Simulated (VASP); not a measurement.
Set up this calculation in VASP 6.6.1, as the native input.

```yaml
Task: single point
Functional: PBE-based screened hybrid
Potentials_or_basis: VASP PAW PBE potentials, release 64 (F, Li_sv)
Cutoff: 520 eV
k_mesh: 6 × 6 × 6
Occupations: fermi-dirac, width 0.05 eV
Spin: no spin polarisation
Dipole_correction: no
Grid_for_exact_exchange_PRECFOCK: Normal
Share_of_exact_exchange: 0.1
Further_INCAR_settings: ALGO = Normal; EDIFF = 1e-06; NBANDS = 12
Screening_parameter: 0.2 1/Å
```

Crystal: LiF (Griceite).

```
CELL_PARAMETERS angstrom
0.00000 2.01400 2.01400
2.01400 0.00000 2.01400
2.01400 2.01400 0.00000
ATOMIC_POSITIONS crystal
F 0.50000 0.50000 0.50000
Li 0.00000 0.00000 0.00000
```

These files were run (other wordings do the same):

POSCAR

```
LiF
1.0
    0.0000000000      2.0140000000      2.0140000000
    2.0140000000      0.0000000000      2.0140000000
    2.0140000000      2.0140000000      0.0000000000
F Li
1 1
Direct
    0.5000000000      0.5000000000      0.5000000000
    0.0000000000      0.0000000000      0.0000000000
```

INCAR.step1

```
ALGO = Normal
EDIFF = 1E-5
ENCUT = 520
GGA = PE
ISIF = 2
ISMEAR = -1
LASPH = True
LCHARG = False
LREAL = False
LWAVE = True
NBANDS = 12
NELM = 80
PREC = Accurate
SIGMA = 0.05
```

INCAR.step2

```
AEXX = 0.1
ALGO = Normal
EDIFF = 1E-6
ENCUT = 520
GGA = PE
HFSCREEN = 0.2
ISIF = 2
ISMEAR = -1
ISTART = 1
LASPH = True
LCHARG = False
LHFCALC = True
LREAL = False
LWAVE = False
NBANDS = 12
NELM = 80
PREC = Accurate
PRECFOCK = Normal
SIGMA = 0.05
```

KPOINTS

```
k-points
0
Gamma
  6 6 6
```

Potentials or basis: VASP PAW PBE potentials, release 64 (F, Li_sv).

Command:

```sh
$ cat potpaw_PBE.64/F/POTCAR potpaw_PBE.64/Li_sv/POTCAR > POTCAR
$ cp INCAR.step1 INCAR
$ mpirun -np 1 vasp_std > vasp.out
$ cp INCAR.step2 INCAR
$ mpirun -np 1 vasp_std > vasp.out
```

It gave:

```yaml
Band_gap_on_the_k_mesh: 10.01 eV, direct
```

Caveat: the k points lie up to 0.45 Å⁻¹ apart.

Run time: 5.6 min on 1 thread of AMD EPYC 9755 128-Core Processor (shared host), peak memory 0.19 GiB.
